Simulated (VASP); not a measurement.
A run of VASP 6.6.1 is set up as follows.

File INCAR:

```
SYSTEM = Rb
PREC = Accurate
ENCUT = 520
EDIFF = 1E-6
ISMEAR = -1
SIGMA = 0.15
LREAL = .False.
LASPH = .True.
NELM = 100
ALGO = Normal
ISIF = 2
LWAVE = .False.
LCHARG = .False.
NBANDS = 10
```

KPOINTS

```
Automatic mesh
0
Gamma
  7 7 7
  0 0 0
```

POSCAR

```
Rb
1.0
    0.0000000000      3.3902914429      3.3902914429
    3.3902914429      0.0000000000      3.3902914429
    3.3902914429      3.3902914429      0.0000000000
Rb
1
Direct
    0.0000000000      0.0000000000      0.0000000000
```

Potentials or basis: VASP PAW LDA potentials, release 64 (Rb_sv).

Run with:

```sh
$ cat potpaw_LDA.64/Rb_sv/POTCAR > POTCAR
$ mpirun -np 1 vasp_std > vasp.out
```

(1) Predict the pressure.

## Answers

(1) 0.0 GPa.
